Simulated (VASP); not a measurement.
Input of a VASP 6.6.1 run:

POSCAR

```
KBr
1.0
    0.1067040935      3.3333304385      3.3333304385
    3.3333304385      0.1067040935      3.3333304385
    3.3333304385      3.3333304385      0.1067040935
K Br
1 1
Direct
    0.0000000000      0.0000000000      0.0000000000
    0.5000000000      0.5000000000      0.5000000000
```

The input INCAR.step1:

```
PREC = Accurate ; ENCUT = 520
ISMEAR = 0 ; SIGMA = 0.01
LREAL = False ; LASPH = True
NELM = 100 ; NBANDS = 15
GGA = PE ; ALGO = Normal
EDIFF = 1E-4 ; LWAVE = True
LCHARG = False
```

The input INCAR.step2:

```
PREC = Accurate ; ENCUT = 520
EDIFF = 1E-6 ; ISMEAR = 0
SIGMA = 0.01 ; LREAL = False
LASPH = True ; NELM = 100
ALGO = Normal ; ISIF = 2
LWAVE = False ; LCHARG = False
METAGGA = R2SCAN ; LMIXTAU = True
NBANDS = 15 ; ISTART = 1
```

File KPOINTS:

```
regular mesh
0
Gamma
  6 6 6
```

Potentials or basis: VASP PAW PBE potentials, release 64 (K_sv, Br).

Launch:

```bash
$ cat potpaw_PBE.64/K_sv/POTCAR potpaw_PBE.64/Br/POTCAR > POTCAR
$ cp INCAR.step1 INCAR
$ mpirun -np 1 vasp_std > vasp.out
$ cp INCAR.step2 INCAR
$ mpirun -np 1 vasp_std > vasp.out
```

Task: Estimate the pressure.

Result: 0.4 GPa.

Task: What does it give for the band gap on the k mesh?

Result: 5.08 eV.

Stress tensor (GPa, compression positive):
```
 0.37 -0.18 -0.18
-0.18  0.37 -0.18
-0.18 -0.18  0.37
```

Caveat: the cell differs from its parent crystal (epitaxial 111 strain -2.3%); the PAW data sets were made with another functional, which shifts forces and pressure a little.
